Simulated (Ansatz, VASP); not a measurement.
**One calculation of P, two programs**

File INCAR:

```
PREC = Accurate
ENCUT = 520
EDIFF = 1E-7
ISMEAR = 0
SIGMA = 0.1
LREAL = F
LASPH = T
NELM = 100
ALGO = Normal
ISIF = 2
LWAVE = F
LCHARG = T
GGA = PE
LELF = T
LVHAR = T
NBANDS = 12
```

KPOINTS

```
regular mesh
0
Gamma
  20 20 18
```

Contents of POSCAR:

```
P
1.0
    3.0139746198     -1.7408286099     -0.0017093391
    3.0139746198      1.7408286099     -0.0017093391
   -2.0074760969      0.0000000000      3.0684262956
P
2
Direct
    0.2294352444      0.2294352444      0.6882723725
    0.7705647556      0.7705647556      0.3117276275
```

Input for Ansatz:

```yaml
crystal:
  lattice:
    - [3.0139746198, -1.7408286099, -0.0017093391]
    - [3.0139746198, 1.7408286099, -0.0017093391]
    - [-2.0074760969, 0.0, 3.0684262956]
  atoms:
    - { symbol: P, position: [0.2294352444, 0.2294352444, 0.6882723725] }
    - { symbol: P, position: [0.7705647556, 0.7705647556, 0.3117276275] }
basis:
  ecutwfc: 420
kpoints:
  mp_grid: { grid: [20, 20, 18] }
  band_path:
    path:
      - [[0.0, 0.0, 0.0], [-0.3691876, 0.3691876, 0.0]]
      - [[-0.6308124, -0.3691876, 0.0], [-0.5, -0.5, 0.0], [0.0, 0.0, 0.0], [-0.5, -0.5, 0.5], [-0.73817675, -0.26182325, 0.5]]
      - [[-0.26182325, 0.26182325, 0.5], [0.0, 0.0, 0.5], [0.0, 0.0, 0.0]]
      - [[-0.5, 0.0, 0.5], [0.0, 0.0, 0.0], [-0.5, 0.0, 0.0]]
    npoints: 14
hamiltonian:
  xc: pbe
scf:
  occupations: { method: gaussian, width: 0.1 }
  n_extra_bands: 6
output:
  forces: true
  stress: true
  eigenvalues: true
  populations: true
  dos: { projected: true, de: 0.02, nscf_kmesh: { grid: [24, 24, 22] } }
  bader: true
```

Alike in both runs: task single point; functional PBE; k mesh 20 × 20 × 18; occupations gaussian, width 0.1 eV; no spin polarisation.

|  | VASP | Ansatz |
| --- | --- | --- |
| version | VASP 6.6.1 | Ansatz 0.2.0 |
| potentials or method | VASP PAW PBE potentials, release 64 (P), cutoff 520 eV | scalar-relativistic, plane waves, PAW |
| valence electrons in the cell | 10 | 10 |

Ansatz gave:

| Item | Value |
| --- | --- |
| gap on the k mesh at the Fermi level (eV) | none |
| pressure (GPa) | 0.0 |
| traceless stress, the component that is largest in VASP (GPa) | 0.00 |
| rms of the force components (eV/Å) | 0.000 |

Task: Estimate VASP's values.

Result: gap on the k mesh at the Fermi level (eV): none; pressure (GPa): -0.3; traceless stress, the component that is largest in VASP (GPa): 0.15; rms of the force components (eV/Å): 0.026.

Atom by atom the forces differ by 0.026 eV/Å (rms over components). A gap of «none» marks a metal or a gap that the smearing closes.
